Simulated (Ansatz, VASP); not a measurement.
# CuO in VASP and in Ansatz

```
Cu O
1.0
     2.86017    0.00000    0.00000
     0.03881    2.85995    0.00000
     0.01738    0.01713    5.14160
Cu O
2 2
Cartesian
  0.0194 1.4300 0.0000
  1.4388 0.0086 2.5708
  2.8688 0.0176 3.8556
  0.0476 2.8595 1.2860
```

Alike in both runs: task single point; functional r2SCAN; k mesh 9 × 9 × 5; occupations fermi-dirac, width 0.05 eV; no spin polarisation.

|  | VASP | Ansatz |
| --- | --- | --- |
| version | VASP 6.6.1 | Ansatz 0.2.0 |
| potentials or method | VASP PAW PBE potentials, release 64 (Cu, O) | Ansatz PAW |
| plane-wave cutoff (eV) | 520 | 500 |
| valence electrons in the cell | 34 | 50 |

Ansatz gave:

* gap on the k mesh at the Fermi level (eV): none
* pressure (GPa): 2.9
* traceless stress, the component that is largest in VASP (GPa): -0.84
* rms of the force components (eV/Å): 0.005

Q: What did VASP give for the same quantities?

A: gap on the k mesh at the Fermi level (eV): none; pressure (GPa): 3.9; traceless stress, the component that is largest in VASP (GPa): -0.45; rms of the force components (eV/Å): 0.004.

VASP's potentials were made for PBE, not for r2SCAN. Atom by atom the forces differ by 0.001 eV/Å (rms over components). A gap of «none» marks a metal or a gap that the smearing closes. The functional is the same, so the differences come from potentials, cutoffs and numerics. VASP's potentials hold 34 valence electrons a cell and Ansatz's 50, so a difference there can come from the potentials and not from the codes.
